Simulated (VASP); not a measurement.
Set up this calculation in VASP 6.6.1, as the native input.

```
Task                   : single point
Functional             : PBE
Potentials or basis    : VASP PAW PBE potentials, release 64 (Ga_d, As)
Cutoff                 : 520 eV
k mesh                 : 13 × 13 × 13
Occupations            : fermi-dirac, width 0.02 eV
Spin                   : no spin polarisation
Dipole correction      : no
Further INCAR settings : ALGO = Normal; EDIFF = 1e-06; NBANDS = 16
```

The structure of GaAs lies in POSCAR:

```
GaAs
1.0
    0.0000000000      2.8640496607      2.8640496607
    2.8640496607      0.0000000000      2.8640496607
    2.8640496607      2.8640496607      0.0000000000
Ga As
1 1
Direct
    0.0000000000      0.0000000000      0.0000000000
    0.2500000000      0.2500000000      0.2500000000
```

This cell differs from its parent crystal: volume scaled by 1.04, then relaxed in part.

The input as run:

INCAR

```
SYSTEM = GaAs
PREC = Accurate ; ENCUT = 520
EDIFF = 1E-6 ; ISMEAR = -1
SIGMA = 0.02 ; LREAL = .False.
LASPH = .True. ; NELM = 60
ALGO = Normal ; ISIF = 2
LWAVE = .False. ; LCHARG = .False.
GGA = PE ; NBANDS = 16
```

KPOINTS

```
regular mesh
0
Gamma
  13 13 13
  0 0 0
```

Potentials or basis: VASP PAW PBE potentials, release 64 (Ga_d, As).

Run with:

```bash
$ cat potpaw_PBE.64/Ga_d/POTCAR potpaw_PBE.64/As/POTCAR > POTCAR
$ mpirun -np 1 vasp_std > vasp.out
```

Results of the run:

```
Pressure               : 0.7 GPa
Band gap on the k mesh : 0.23 eV, direct
```

Wall time 2.5 min on 1 thread of AMD EPYC 7R13, with other jobs on the host, peak memory 0.18 GiB.
